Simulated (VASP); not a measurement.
# SnO2 (P-1) in VASP: single point with PBE

Aim: the single point of SnO2 with PBE.

Program: VASP 6.6.1. These are calculated values, not measurements. Logs are shortened: lines on timing, memory, paths and dates and some standing lists are left out, and cuts for length are marked.

### Step 1. The cell of the first run

The typed cell holds 3 atoms: a = 5.176 Å, b = 5.161 Å, c = 5.118 Å, α = 36.71°, β = 36.73°, γ = 36.44°.

### Step 2. Single point, PBE (strained and its atoms moved)

Contents of INCAR:

```
ALGO = Normal ; EDIFF = 1E-6
ENCUT = 520 ; GGA = PE
ISIF = 2 ; ISMEAR = 0
LASPH = True ; LCHARG = False
LREAL = False ; LWAVE = False
NBANDS = 20 ; NELM = 100
PREC = Accurate ; SIGMA = 0.02
```

Contents of KPOINTS:

```
k-points
0
Gamma
  12 12 12
```

Contents of POSCAR:

```
SnO2
1.0
    1.6279254902      0.9861312020      4.8130549335
   -1.6042554648      0.9822178367      4.8058426984
    0.0084459390     -1.8243312612      4.7814399423
Sn O
1 2
Direct
    0.5000000000      0.5000000000      0.5000000000
    0.2107380052      0.1954993523      0.2842313944
    0.7892619948      0.8045006477      0.7157686056
```

Potentials or basis: VASP PAW PBE potentials, release 64 (Sn_d, O).

Run with:

```bash
$ cat potpaw_PBE.64/Sn_d/POTCAR potpaw_PBE.64/O/POTCAR > POTCAR
$ mpirun -np 1 vasp_std > vasp.out
```

OUTCAR:

```text
EDIFF = 1E-6
   ENCUT = 520
   GGA = PE
   ISIF = 2
   ISMEAR = 0
   LASPH = True
   LREAL = False
   NELM = 100
   PREC = Accurate

 ion  position               nearest neighbor table
   1  0.500  0.500  0.500-   2 2.00   3 2.00   2 2.05   3 2.05   2 2.20   3 2.20
   2  0.211  0.195  0.284-   1 2.00   1 2.05   1 2.20
   3  0.789  0.805  0.716-   1 2.00   1 2.05   1 2.20

  LATTYP: Found a triclinic cell.
 ALAT       =     3.2369923002
 B/A-ratio  =     0.9985168548
 C/A-ratio  =     1.5809917246
 COS(alpha) =     0.0033035228
 COS(beta)  =     0.3028534549
 COS(gamma) =     0.4971416629

  Lattice vectors:

 A1 = (   1.6127014038,  -2.8065490979,  -0.0244027561)
 A2 = (   3.2321809550,   0.0039133653,   0.0072122351)
 A3 = (   0.0084459390,  -1.8243312612,   4.7814399423)

Analysis of symmetry for initial positions (statically):
=====================================================================
 Subroutine PRICEL returns:
 Original cell was already a primitive cell.

 Routine SETGRP: Setting up the symmetry group for a
 triclinic supercell.

 Subroutine GETGRP returns: Found  2 space group operations
 (whereof  2 operations were pure point group operations)
 out of a pool of  2 trial point group operations.

The static configuration has the point symmetry S_2 .

Analysis of symmetry for dynamics (positions and initial velocities):
=====================================================================
 Subroutine PRICEL returns:
 Original cell was already a primitive cell.

 Routine SETGRP: Setting up the symmetry group for a
 triclinic supercell.

 Subroutine GETGRP returns: Found  2 space group operations
 (whereof  2 operations were pure point group operations)
 out of a pool of  2 trial point group operations.

The dynamic configuration has the point symmetry S_2 .

 Subroutine INISYM returns: Found  2 space group operations
 (whereof  2 operations are pure point group operations),
 and found     1 'primitive' translations

----------------------------------------------------------------------------------------

                                     Primitive cell

  volume of cell :      43.5689

  direct lattice vectors                    reciprocal lattice vectors
     1.627925490  0.986131202  4.813054934     0.309024862  0.176989687  0.066983548
    -1.604255465  0.982217837  4.805842698    -0.309756325  0.177722691  0.068356238
     0.008445939 -1.824331261  4.781439942     0.000269069 -0.356789671  0.073010470

  length of vectors
     5.175721587  5.160863447  5.117658039     0.362365162  0.363602683  0.364183292

  position of ions in fractional coordinates (direct lattice)
     0.500000000  0.500000000  0.500000000
     0.210738005  0.195499352  0.284231394
     0.789261995  0.804500648  0.715768606

  ion indices of the primitive-cell ions
   primitive index   ion index
                 1           1
                 2           2
                 3           3

----------------------------------------------------------------------------------------

 KPOINTS: k-points

Automatic generation of k-mesh.
 Grid dimensions read from file:
 generate k-points for:   12   12   12

 Generating k-lattice:

  Cartesian coordinates                     Fractional coordinates (reciprocal lattice)
     0.025752072  0.014749141  0.005581962     0.083333333 -0.000000000 -0.000000000
    -0.025813027  0.014810224  0.005696353     0.000000000  0.083333333 -0.000000000
     0.000022422 -0.029732473  0.006084206    -0.000000000 -0.000000000  0.083333333

  Length of vectors
     0.030197097  0.030300224  0.030348608

  Shift w.r.t. Gamma in fractional coordinates (k-lattice)
     0.000000000  0.000000000  0.000000000

 Subroutine IBZKPT returns following result:
 ===========================================

 Found    868 irreducible k-points:

 Following reciprocal coordinates:
            Coordinates               Weight
  0.000000  0.000000  0.000000      1.000000
  0.083333  0.000000  0.000000      2.000000
  0.166667  0.000000  0.000000      2.000000
  0.250000  0.000000 -0.000000      2.000000
  0.333333 -0.000000  0.000000      2.000000
  0.416667  0.000000  0.000000      2.000000
[... 16 lines left out ...]
  0.250000  0.166667 -0.000000      2.000000
  0.333333  0.166667  0.000000      2.000000
 [... further k-points ...]
   k-points           NKPTS =    868   k-points in BZ     NKDIM =    868   number of bands    NBANDS=     20
   number of dos      NEDOS =    301   number of ions     NIONS =      3
   total plane-waves  NPLWV =  64000
   dimension x,y,z NGX =    40 NGY =   40 NGZ =   40
   dimension x,y,z NGXF=    80 NGYF=   80 NGZF=   80
   ions per type =               1   2
   NGX,Y,Z   is equivalent  to a cutoff of  12.85, 12.89, 12.99 a.u.
   NGXF,Y,Z  is equivalent  to a cutoff of  25.70, 25.77, 25.99 a.u.
 SYSTEM =  unknown system
   PREC   = accura    normal or accurate (medium, high low for compatibility)
   ISTART =      0    job   : 0-new  1-cont  2-samecut
   ICHARG =      2    charge: 1-file 2-atom 10-const
   ISPIN  =      1    spin polarized calculation?
   LNONCOLLINEAR =      F non collinear calculations
   LSORBIT =      F    spin-orbit coupling
   LASPH  =      T    aspherical Exc in radial PAW
   ENCUT  =  520.0 eV  38.22 Ry    6.18 a.u.   9.62  9.60  9.52*2*pi/ulx,y,z
   NELM   =    100;   NELMIN=  2; NELMDL= -5     # of ELM steps
   EDIFF  = 0.1E-05   stopping-criterion for ELM
   LREAL  =      F    real-space projection
   EDIFFG = 0.1E-04   stopping-criterion for IOM
   NSW    =      0    number of steps for IOM
   IBRION =     -1    ionic relax: 0-MD 1-quasi-New 2-CG
   NFREE  =      0    steps in history (QN), initial steepest desc. (CG)
   ISIF   =      2    stress and relaxation
   ISYM   =      2    0-nonsym 1-usesym 2-fastsym
   POTIM  = 0.5000    time-step for ionic-motion
   TEBEG  =    0.0;   TEEND  =   0.0 temperature during run
   PSTRESS=    0.0 pullay stress
   NELECT =      26.0000    total number of electrons
   NUPDOWN=      -1.0000    fix difference up-down
   EMIN   =  10.00;   EMAX   =-10.00  energy-range for DOS
   EFERMI =   0.00;   METHOD = LEGACY
   ISMEAR =     0;   SIGMA  =   0.02  broadening in eV -4-tet -1-fermi 0-gaus
   EFERMI_NEDOS =   21; number of points for ismear=-14 and -15
   IALGO  =     38    algorithm
   IMIX   =      4    mixing-type and parameters
     AMIX     =   0.40;   BMIX     =  1.00
     AMIX_MAG =   1.60;   BMIX_MAG =  1.00
  volume/ion in A,a.u.               =      14.52        98.01
  Fermi-wavevector in a.u.,A,eV,Ry     =   1.378290  2.604590 25.846749  1.899682
  Thomas-Fermi vector in A             =   2.503365
   LORBIT       =      0    0 simple, 1 ext, 2 COOP (PROOUT), +10 PAW based schemes
   GGA     = PE    functional components
   LHFCALC =     F    Hartree Fock is set to
   AEXX    =    0.0000 exact exchange contribution
   IVDW    =     0    specifies the selected vdW correction
   LEPSILON=     F    determine dielectric tensor
   LRPA    =     F    only Hartree local field effects (RPA)
 non-spin polarized calculation
 Gauss-broadening in eV      SIGMA  =   0.02
  energy-cutoff  :      520.00
  volume of cell :       43.57
 maximum number of plane-waves:      1193
   NGX = 19   NGY = 19   NGZ = 19

 number of electron      26.0000003 magnetization

 Free energy of the ion-electron system (eV)
  ---------------------------------------------------
  ext. energy  EPLUGINS =         0.00000000
  ---------------------------------------------------
  free energy    TOTEN  =       -17.79640465 eV

  energy without entropy =      -17.79640465  energy(sigma->0) =      -17.79640465

 E-fermi :   3.6448     XC(G=0):  -9.8634

 val. band max:        3.5659201511   @ k =  -0.1667   0.3333   0.1667
 cond. band min:       5.3910240738   @ k =   0.0000   0.0000   0.0000
 fundamental gap:      1.8251039227
 Fermi energy:         3.6448429893

 k-point     1 :       0.0000    0.0000    0.0000
  band No.  band energies     occupation
      1     -16.9955      2.00000
      2     -16.4829      2.00000
      3     -16.4588      2.00000
      4     -16.2528      2.00000
      5     -16.2319      2.00000
      6     -14.6782      2.00000
[... 12 lines left out ...]
     19      20.1221      0.00000
     20      20.5578      0.00000

 k-point     2 :       0.0833    0.0000    0.0000
  band No.  band energies     occupation
      1     -16.9457      2.00000
      2     -16.5455      2.00000
      3     -16.4569      2.00000
      4     -16.2566      2.00000
      5     -16.2390      2.00000
      6     -14.6510      2.00000
[... 12 lines left out ...]
     19      18.9633      0.00000
     20      21.0224      0.00000

 k-point     3 :       0.1667    0.0000    0.0000
  band No.  band energies     occupation
      1     -16.8425      2.00000
      2     -16.7029      2.00000
      3     -16.4268      2.00000
      4     -16.2724      2.00000
      5     -16.2386      2.00000
      6     -14.5600      2.00000
[... 12 lines left out ...]
     19      17.8328      0.00000
     20      21.2171      0.00000

 k-point     4 :       0.2500    0.0000   -0.0000
  band No.  band energies     occupation
      1     -17.0036      2.00000
      2     -16.5987      2.00000
      3     -16.3966      2.00000
      4     -16.2877      2.00000
      5     -16.2172      2.00000
      6     -14.3956      2.00000
[... 12 lines left out ...]
     19      17.2171      0.00000
     20      20.4354      0.00000

 k-point     5 :       0.3333   -0.0000    0.0000
  band No.  band energies     occupation
      1     -17.2098      2.00000
      2     -16.4600      2.00000
      3     -16.3854      2.00000
      4     -16.2777      2.00000
      5     -16.1681      2.00000
      6     -14.1750      2.00000
[... 12 lines left out ...]
     19      17.3315      0.00000
     20      18.9849      0.00000

 k-point     6 :       0.4167    0.0000    0.0000
  band No.  band energies     occupation
      1     -17.3497      2.00000
      2     -16.4109      2.00000
      3     -16.3861      2.00000
      4     -16.2390      2.00000
      5     -16.1055      2.00000
      6     -13.9656      2.00000
[... 12 lines left out ...]
     19      17.3720      0.00000
     20      18.1723      0.00000

 k-point     7 :       0.5000    0.0000   -0.0000
  band No.  band energies     occupation
      1     -17.3986      2.00000
      2     -16.4061      2.00000
      3     -16.3855      2.00000
      4     -16.2208      2.00000
      5     -16.0759      2.00000
      6     -13.8757      2.00000
[... 12 lines left out ...]
     19      17.1386      0.00000
     20      18.0919      0.00000
[... 277 lines left out ...]
 k-point    20 :       0.0000    0.1667    0.0000
  band No.  band energies     occupation
      1     -16.8305      2.00000
      2     -16.7187      2.00000
      3     -16.4124      2.00000
      4     -16.2719      2.00000
      5     -16.2396      2.00000
      6     -14.5999      2.00000
[... 12 lines left out ...]
     19      17.6499      0.00000
     20      21.2892      0.00000

 k-point    21 :       0.0833    0.1667    0.0000
  band No.  band energies     occupation
      1     -16.9558      2.00000
      2     -16.5893      2.00000
      3     -16.4181      2.00000
      4     -16.2755      2.00000
      5     -16.2305      2.00000
      6     -14.5689      2.00000
[... 12 lines left out ...]
     19      18.0561      0.00000
     20      20.5209      0.00000

 k-point    22 :       0.1667    0.1667    0.0000
  band No.  band energies     occupation
      1     -17.0311      2.00000
      2     -16.5036      2.00000
      3     -16.4380      2.00000
      4     -16.2864      2.00000
      5     -16.2206      2.00000
      6     -14.4828      2.00000
[... 12 lines left out ...]
     19      17.8547      0.00000
     20      20.4587      0.00000

 k-point    23 :       0.2500    0.1667   -0.0000
  band No.  band energies     occupation
      1     -17.0265      2.00000
      2     -16.6099      2.00000
      3     -16.3849      2.00000
      4     -16.2974      2.00000
      5     -16.2130      2.00000
      6     -14.2971      2.00000
[... 12 lines left out ...]
     19      17.1038      0.00000
     20      20.3908      0.00000

 k-point    24 :       0.3333    0.1667    0.0000
  band No.  band energies     occupation
      1     -16.9738      2.00000
      2     -16.7814      2.00000
      3     -16.3494      2.00000
      4     -16.3017      2.00000
      5     -16.2004      2.00000
      6     -13.9994      2.00000
[... 12 lines left out ...]
     19      16.8460      0.00000
     20      19.5350      0.00000

 [... further k-points ...]

------------------------ aborting loop because EDIFF is reached ----------------------------------------

  FORCE on cell =-STRESS in cart. coord.  units (eV):
  Direction    XX          YY          ZZ          XY          YZ          ZX
  --------------------------------------------------------------------------------------
  -------------------------------------------------------------------------------------
  Total        3.3750922      2.0620307      3.2736767     -0.2077180      3.5308940     -0.8545254
  in kB      124.1137518     75.8279628    120.3843560     -7.6385068    129.8431211    -31.4238382
  external PRESSURE =     106.7753569 kB  Pullay stress =       0.0000000 kB

 VOLUME and BASIS-vectors are now :
 -----------------------------------------------------------------------------
  energy-cutoff  :      520.00
  volume of cell :       43.57
      direct lattice vectors                 reciprocal lattice vectors
     1.627925490  0.986131202  4.813054934     0.309024862  0.176989687  0.066983548
    -1.604255465  0.982217837  4.805842698    -0.309756325  0.177722691  0.068356238
     0.008445939 -1.824331261  4.781439942     0.000269069 -0.356789671  0.073010470

 POSITION                                       TOTAL-FORCE (eV/Angst)
 -----------------------------------------------------------------------------------
      0.01606      0.07201      7.20017        -0.000000      0.000000      0.000000
      0.03184     -0.11869      3.31287        -0.479577      1.964229      1.827193
      0.00028      0.26271     11.08747         0.479577     -1.964229     -1.827193
 -----------------------------------------------------------------------------------
    total drift:                                0.000000      0.000000      0.000000

  FREE ENERGIE OF THE ION-ELECTRON SYSTEM (eV)
  ---------------------------------------------------
  free  energy   TOTEN  =       -17.7964046483 eV

  energy  without entropy=      -17.7964046483  energy(sigma->0) =      -17.79640465
```

Wall time 13 min (1 thread of AMD EPYC 9R45 (Zen 5), shared host); peak memory 0.75 GiB.

What came out:

```yaml
Free_energy: -17.7964 eV
Pressure: 10.7 GPa
Largest_force: 2.725 eV/Å
Band_gap_on_the_k_mesh: 1.83 eV (least direct gap 2.38 eV)
```

Forces on the atoms (eV/Å):
```
Sn   0.000  0.000  0.000
O   -0.480  1.964  1.827
O    0.480 -1.964 -1.827
```

Stress tensor (GPa, compression positive):
```
12.41 -0.76 -3.14
-0.76  7.58 12.98
-3.14 12.98 12.04
```

Levels at points of the mesh, in eV from the valence-band top:
```
           k point  band 9  band 10  band 11  band 12  band 13  band 14  band 15  band 16  band 17  band 18
(0.00, 0.00, 0.00)   -2.34    -1.42    -1.24    -1.16    -0.55     1.83     5.80    10.14    10.80    11.95
(0.50, 0.00, 0.00)   -4.46    -3.57    -1.62    -1.13    -0.26     5.87     7.36     9.55    12.09    12.58
(0.00, 0.50, 0.00)   -4.34    -3.57    -1.84    -1.01    -0.29     6.06     7.59     9.57    12.02    12.26
(0.50, 0.50, 0.00)   -4.91    -3.92    -0.81    -0.73    -0.33     4.80     6.76    10.27    10.47    13.69
(0.00, 0.00, 0.50)   -4.81    -3.86    -0.96    -0.87    -0.76     4.92     7.52     9.52    12.62    12.76
(0.50, 0.00, 0.50)   -4.55    -3.61    -1.52    -0.86    -0.09     5.86     6.85    10.69    10.85    12.61
(0.00, 0.50, 0.50)   -4.67    -3.61    -1.34    -0.96    -0.01     5.69     6.66    10.58    10.79    12.93
(0.50, 0.50, 0.50)   -2.39    -1.65    -1.41    -1.14    -1.11     2.93     5.63    10.14    11.26    12.18
```

Caveat: the cell differs from its parent crystal (strained and its atoms moved); the cell stands under pressure; spin-orbit coupling is left out, which moves the levels of the heavy elements; forces of over 1 eV/Å act on the atoms, so gaps and moduli don't describe the material at rest.
